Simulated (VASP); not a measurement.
# NaI (Fm-3m) in VASP: further runs, part 2 of 2

VASP 6.6.1. The steps go on from the part before.

## Step 4: Vibrations by perturbation theory, LDA (31.31 Å³/atom)

This run uses another cell than the first one, of 31.31 Å³/atom.

The input, INCAR:

```
SYSTEM = NaI
PREC = Accurate
ENCUT = 520
EDIFF = 1E-8
ISMEAR = 0
SIGMA = 0.01
LREAL = .FALSE.
LASPH = .TRUE.
NELM = 60
ALGO = Normal
ISIF = 2
LWAVE = .FALSE.
LCHARG = .FALSE.
GGA = CA
IBRION = 8
NSW = 1
```

The input, KPOINTS:

```
Automatic mesh
0
G
  6 6 6
  0 0 0
```

The input, POSCAR:

```
NaI
1.0
    0.0000000000      3.1518234347      3.1518234347
    3.1518234347      0.0000000000      3.1518234347
    3.1518234347      3.1518234347      0.0000000000
Na I
1 1
Direct
    0.0000000000      0.0000000000      0.0000000000
    0.5000000000      0.5000000000      0.5000000000
```

Potentials or basis: VASP PAW LDA potentials, release 64 (Na_pv, I).

On the command line:

```bash
cat potpaw_LDA.64/Na_pv/POTCAR potpaw_LDA.64/I/POTCAR > POTCAR
mpirun -np 1 vasp_std > vasp.out
```

OUTCAR:

```text
SYSTEM = NaI
   PREC = Accurate
   ENCUT = 520
   EDIFF = 1E-8
   ISMEAR = 0
   LREAL = .FALSE.
   LASPH = .TRUE.
   NELM = 60
   ISIF = 2
   GGA = CA
   IBRION = 8
   NSW = 1

 ion  position               nearest neighbor table
   1  0.000  0.000  0.000-   2 3.15   2 3.15   2 3.15   2 3.15   2 3.15   2 3.15
   2  0.500  0.500  0.500-   1 3.15   1 3.15   1 3.15   1 3.15   1 3.15   1 3.15

  LATTYP: Found a face centered cubic cell.
 ALAT       =     6.3036468694

  Lattice vectors:

 A1 = (   0.0000000000,   3.1518234347,   3.1518234347)
 A2 = (   3.1518234347,   0.0000000000,   3.1518234347)
 A3 = (   3.1518234347,   3.1518234347,   0.0000000000)

Analysis of symmetry for initial positions (statically):
=====================================================================
 Subroutine PRICEL returns:
 Original cell was already a primitive cell.

 Routine SETGRP: Setting up the symmetry group for a
 face centered cubic supercell.

 Subroutine GETGRP returns: Found 48 space group operations
 (whereof 48 operations were pure point group operations)
 out of a pool of 48 trial point group operations.

The static configuration has the point symmetry O_h .

Analysis of symmetry for dynamics (positions and initial velocities):
=====================================================================
 Subroutine PRICEL returns:
 Original cell was already a primitive cell.

 Routine SETGRP: Setting up the symmetry group for a
 face centered cubic supercell.

 Subroutine GETGRP returns: Found 48 space group operations
 (whereof 48 operations were pure point group operations)
[... 399 lines left out ...]
    total drift:                                0.000000      0.000000      0.000000

  FREE ENERGIE OF THE ION-ELECTRON SYSTEM (eV)
  ---------------------------------------------------
  free  energy   TOTEN  =        -6.0154519079 eV

  energy  without entropy=       -6.0154519079  energy(sigma->0) =       -6.01545191

[... ionic steps 2 to 3 ...]

--------------------------------------- Ionic step        4  -------------------------------------------

------------------------ aborting loop because EDIFF is reached ----------------------------------------

[... ionic steps 5 to 6 ...]

--------------------------------------- Ionic step        7  -------------------------------------------

 Free energy of the ion-electron system (eV)
  ---------------------------------------------------
  ---------------------------------------------------
  free energy    TOTEN  =        -0.08389151 eV

  energy without entropy =       -0.08389151

------------------------ aborting loop because EDIFF is reached ----------------------------------------

 INTERNAL STRAIN TENSOR  FOR ION    2  DIRECTION 1   (eV/Angst):
 -----------------------------------------------------------------------------
    -0.00290  0.00000  0.00000
     0.00000  0.00787 -0.00000
    -0.00000 -0.00000  0.00787

 INTERNAL STRAIN TENSOR FOR ION    2 for displacements in x,y,z  (eV/Angst):
          X           Y           Z          XY          YZ          ZX
  --------------------------------------------------------------------------------
  x     0.00000     0.00000     0.00000     0.00000     0.00000     0.00000
  y     0.00000     0.00000     0.00000     0.00000     0.00000     0.00000
  z     0.00000     0.00000     0.00000     0.00000     0.00000     0.00000

 SECOND DERIVATIVES (NOT SYMMETRIZED)
 ------------------------------------
               1X          1Y          1Z          2X          2Y          2Z
  1X    -1.116243    0.000000    0.000000    1.116243    0.000000    0.000000
  1Y     0.000000   -1.116243    0.000000    0.000000    1.116243    0.000000
  1Z     0.000000    0.000000   -1.116243    0.000000    0.000000    1.116243
  2X     1.111082    0.000000    0.000000   -1.111082    0.000000    0.000000
  2Y     0.000000    1.111082    0.000000    0.000000   -1.111082    0.000000
  2Z     0.000000    0.000000    1.111082    0.000000    0.000000   -1.111082

 Eigenvectors and eigenvalues of the dynamical matrix
 ----------------------------------------------------

   1 f  =    3.742495 THz    23.514792 2PiTHz  124.836206 cm-1    15.477710 meV
             X         Y         Z           dx          dy          dz
      0.000000  0.000000  0.000000    -0.920448    0.000000    0.000000
      3.151823  3.151823  3.151823     0.390864    0.000000    0.000000
[... 21 lines left out ...]
   6 f/i=    0.003120 THz     0.019605 2PiTHz    0.104082 cm-1     0.012905 meV
             X         Y         Z           dx          dy          dz
      0.000000  0.000000  0.000000     0.000000   -0.046097   -0.388136
      3.151823  3.151823  3.151823     0.000000   -0.108553   -0.914025

--------------------------------------------------------------------------------------------------------

 ELASTIC MODULI CONTR FROM IONIC RELAXATION (kBar)
 Direction    XX          YY          ZZ          XY          YZ          ZX
 --------------------------------------------------------------------------------
 XX           0.0000      0.0000      0.0000      0.0000      0.0000      0.0000
 YY           0.0000      0.0000      0.0000      0.0000      0.0000      0.0000
 ZZ           0.0000      0.0000      0.0000      0.0000      0.0000      0.0000
 XY           0.0000      0.0000      0.0000      0.0000      0.0000      0.0000
 YZ           0.0000      0.0000      0.0000      0.0000      0.0000      0.0000
 ZX           0.0000      0.0000      0.0000      0.0000      0.0000      0.0000
 --------------------------------------------------------------------------------
```

It took 69 s on 1 thread of Intel Xeon Platinum 8259CL at 2.50GHz (Skylake/Cascade Lake), shared host; peak memory 0.23 GiB.

Results:

* Highest phonon frequency at Γ, LO-TO splitting left out: 125 cm⁻¹

Phonon frequencies in cm⁻¹ (negative: imaginary):
```tsv
q point	frequencies
(0.000, 0.000, 0.000)	0 0 0 125 125 125
```

Caveat: spin-orbit coupling is left out, which moves the levels of the heavy elements.

## Step 5: Vibrations by perturbation theory, LDA (31.31 Å³/atom)

This run uses another cell than the first one, of 31.31 Å³/atom.

The input, INCAR:

```
SYSTEM = NaI
ALGO = Normal ; EDIFF = 1E-8
ENCUT = 520 ; IBRION = 8
ISIF = 2 ; ISMEAR = 0
LASPH = .TRUE. ; LCHARG = .FALSE.
LREAL = .FALSE. ; LWAVE = .FALSE.
NELM = 100 ; NSW = 1
PREC = Accurate ; SIGMA = 0.01
```

The input, KPOINTS:

```
k-points
0
G
  6 6 6
  0 0 0
```

POSCAR is that of step 4.

Potentials or basis: VASP PAW LDA potentials, release 64 (Na_pv, I).

On the command line:

```bash
cat potpaw_LDA.64/Na_pv/POTCAR potpaw_LDA.64/I/POTCAR > POTCAR
mpirun -np 1 vasp_std > vasp.out
```

OUTCAR:

```text
SYSTEM = NaI
   EDIFF = 1E-8
   ENCUT = 520
   IBRION = 8
   ISIF = 2
   ISMEAR = 0
   LASPH = .TRUE.
   LREAL = .FALSE.
   NELM = 100
   NSW = 1
   PREC = Accurate

 ion  position               nearest neighbor table
   1  0.000  0.000  0.000-   2 3.15   2 3.15   2 3.15   2 3.15   2 3.15   2 3.15
   2  0.500  0.500  0.500-   1 3.15   1 3.15   1 3.15   1 3.15   1 3.15   1 3.15

  LATTYP: Found a face centered cubic cell.
 ALAT       =     6.3036468694

  Lattice vectors:

 A1 = (   0.0000000000,   3.1518234347,   3.1518234347)
 A2 = (   3.1518234347,   0.0000000000,   3.1518234347)
 A3 = (   3.1518234347,   3.1518234347,   0.0000000000)

Analysis of symmetry for initial positions (statically):
=====================================================================
 Subroutine PRICEL returns:
 Original cell was already a primitive cell.

 Routine SETGRP: Setting up the symmetry group for a
 face centered cubic supercell.

 Subroutine GETGRP returns: Found 48 space group operations
 (whereof 48 operations were pure point group operations)
 out of a pool of 48 trial point group operations.

The static configuration has the point symmetry O_h .

Analysis of symmetry for dynamics (positions and initial velocities):
=====================================================================
 Subroutine PRICEL returns:
 Original cell was already a primitive cell.

 Routine SETGRP: Setting up the symmetry group for a
 face centered cubic supercell.

 Subroutine GETGRP returns: Found 48 space group operations
 (whereof 48 operations were pure point group operations)
 out of a pool of 48 trial point group operations.

The dynamic configuration has the point symmetry O_h .

 Subroutine INISYM returns: Found 48 space group operations
 (whereof 48 operations are pure point group operations),
 and found     1 'primitive' translations

----------------------------------------------------------------------------------------

                                     Primitive cell

  volume of cell :      62.6204

  direct lattice vectors                    reciprocal lattice vectors
     0.000000000  3.151823435  3.151823435    -0.158638328  0.158638328  0.158638328
     3.151823435  0.000000000  3.151823435     0.158638328 -0.158638328  0.158638328
     3.151823435  3.151823435  0.000000000     0.158638328  0.158638328 -0.158638328

  length of vectors
     4.457351448  4.457351448  4.457351448     0.274769644  0.274769644  0.274769644

  position of ions in fractional coordinates (direct lattice)
     0.000000000  0.000000000  0.000000000
     0.500000000  0.500000000  0.500000000

[... 128 lines left out ...]
      2     -21.1139      2.00000
      3     -21.1139      2.00000
      4     -10.0980      2.00000
      5       1.2055      2.00000
      6       1.2055      2.00000
      7       1.2055      2.00000
      8       4.7747      0.00000
      9       9.0002      0.00000
     10       9.0002      0.00000
     11       9.0002      0.00000
[... 198 lines left out ...]
  band No.  band energies     occupation
      1     -21.1192      2.00000
      2     -21.1174      2.00000
      3     -21.1167      2.00000
      4      -9.5913      2.00000
      5      -0.7588      2.00000
      6      -0.1052      2.00000
      7       0.1468      2.00000
      8       6.4831      0.00000
      9       7.5099      0.00000
     10       9.8477      0.00000
     11       9.8720      0.00000

------------------------ aborting loop because EDIFF is reached ----------------------------------------

  FORCE on cell =-STRESS in cart. coord.  units (eV):
  Direction    XX          YY          ZZ          XY          YZ          ZX
  --------------------------------------------------------------------------------------
  -------------------------------------------------------------------------------------
  Total       -0.1501392     -0.1501392     -0.1501392      0.0000000      0.0000000     -0.0000000
  in kB       -3.8413967     -3.8413967     -3.8413967      0.0000000      0.0000000     -0.0000000
  external PRESSURE =      -3.8413967 kB  Pullay stress =       0.0000000 kB

 VOLUME and BASIS-vectors are now :
 -----------------------------------------------------------------------------
  energy-cutoff  :      520.00
  volume of cell :       62.62
      direct lattice vectors                 reciprocal lattice vectors
     0.000000000  3.151823435  3.151823435    -0.158638328  0.158638328  0.158638328
     3.151823435  0.000000000  3.151823435     0.158638328 -0.158638328  0.158638328
     3.151823435  3.151823435  0.000000000     0.158638328  0.158638328 -0.158638328

 POSITION                                       TOTAL-FORCE (eV/Angst)
 -----------------------------------------------------------------------------------
      0.00000      0.00000      0.00000         0.000000     -0.000000     -0.000000
      3.15182      3.15182      3.15182        -0.000000      0.000000      0.000000
 -----------------------------------------------------------------------------------
    total drift:                                0.000000      0.000000      0.000000

  FREE ENERGIE OF THE ION-ELECTRON SYSTEM (eV)
  ---------------------------------------------------
  free  energy   TOTEN  =        -6.0154519079 eV

  energy  without entropy=       -6.0154519079  energy(sigma->0) =       -6.01545191

[... ionic steps 2 to 3 ...]

--------------------------------------- Ionic step        4  -------------------------------------------

------------------------ aborting loop because EDIFF is reached ----------------------------------------

[... ionic steps 5 to 6 ...]

--------------------------------------- Ionic step        7  -------------------------------------------

 Free energy of the ion-electron system (eV)
  ---------------------------------------------------
  ---------------------------------------------------
  free energy    TOTEN  =        -0.08389151 eV

  energy without entropy =       -0.08389151

------------------------ aborting loop because EDIFF is reached ----------------------------------------

 INTERNAL STRAIN TENSOR  FOR ION    2  DIRECTION 1   (eV/Angst):
 -----------------------------------------------------------------------------
    -0.00290  0.00000  0.00000
     0.00000  0.00787 -0.00000
    -0.00000 -0.00000  0.00787

 INTERNAL STRAIN TENSOR FOR ION    2 for displacements in x,y,z  (eV/Angst):
          X           Y           Z          XY          YZ          ZX
  --------------------------------------------------------------------------------
  x     0.00000     0.00000     0.00000     0.00000     0.00000     0.00000
  y     0.00000     0.00000     0.00000     0.00000     0.00000     0.00000
  z     0.00000     0.00000     0.00000     0.00000     0.00000     0.00000

 SECOND DERIVATIVES (NOT SYMMETRIZED)
 ------------------------------------
               1X          1Y          1Z          2X          2Y          2Z
  1X    -1.116243    0.000000    0.000000    1.116243    0.000000    0.000000
  1Y     0.000000   -1.116243    0.000000    0.000000    1.116243    0.000000
  1Z     0.000000    0.000000   -1.116243    0.000000    0.000000    1.116243
  2X     1.111082    0.000000    0.000000   -1.111082    0.000000    0.000000
  2Y     0.000000    1.111082    0.000000    0.000000   -1.111082    0.000000
  2Z     0.000000    0.000000    1.111082    0.000000    0.000000   -1.111082

 Eigenvectors and eigenvalues of the dynamical matrix
 ----------------------------------------------------

   1 f  =    3.742495 THz    23.514792 2PiTHz  124.836206 cm-1    15.477710 meV
             X         Y         Z           dx          dy          dz
      0.000000  0.000000  0.000000    -0.920448    0.000000    0.000000
      3.151823  3.151823  3.151823     0.390864    0.000000    0.000000
[... 21 lines left out ...]
   6 f/i=    0.003120 THz     0.019605 2PiTHz    0.104082 cm-1     0.012905 meV
             X         Y         Z           dx          dy          dz
      0.000000  0.000000  0.000000     0.000000   -0.046097   -0.388136
      3.151823  3.151823  3.151823     0.000000   -0.108553   -0.914025

--------------------------------------------------------------------------------------------------------

 ELASTIC MODULI CONTR FROM IONIC RELAXATION (kBar)
 Direction    XX          YY          ZZ          XY          YZ          ZX
 --------------------------------------------------------------------------------
 XX           0.0000      0.0000      0.0000      0.0000      0.0000      0.0000
 YY           0.0000      0.0000      0.0000      0.0000      0.0000      0.0000
 ZZ           0.0000      0.0000      0.0000      0.0000      0.0000      0.0000
 XY           0.0000      0.0000      0.0000      0.0000      0.0000      0.0000
 YZ           0.0000      0.0000      0.0000      0.0000      0.0000      0.0000
 ZX           0.0000      0.0000      0.0000      0.0000      0.0000      0.0000
 --------------------------------------------------------------------------------
```

stdout:

```text
POSCAR found type information on POSCAR NaI
 POSCAR found :  2 types and       2 ions
 scaLAPACK will be used
 LDA part: xc-table for (Slater(with rela. corr.)+CA(PZ))
 , standard interpolation
 POSCAR, INCAR and KPOINTS ok, starting setup
 FFT: planning ... GRIDC
 FFT: planning ... GRID_SOFT
 FFT: planning ... GRID
 WAVECAR not read
 entering main loop
 Linear response reoptimize wavefunctions to high precision
 Linear response DOF=           2
 Linear response progress:
 first order change of Fermi-energy  -0.19164E-02
 force on displaced ion       1 direction 1 :  -1.116   0.000   0.000
 Linear response progress:
 first order change of Fermi-energy   0.22556E-02
 force on displaced ion       2 direction 1 :  -1.111   0.000   0.000
 Linear response finished
```

Wall time 71 s (1 thread of Intel Xeon Platinum 8259CL at 2.50GHz (Skylake/Cascade Lake), shared host); peak memory 0.23 GiB.

What came out:

```
Highest phonon frequency at Γ, LO-TO splitting left out : 125 cm⁻¹
```

Phonon frequencies in cm⁻¹ (negative: imaginary):
| q point | frequencies |
| --- | --- |
| (0.000, 0.000, 0.000) | 0 0 0 125 125 125 |

Caveat: spin-orbit coupling is left out, which moves the levels of the heavy elements.
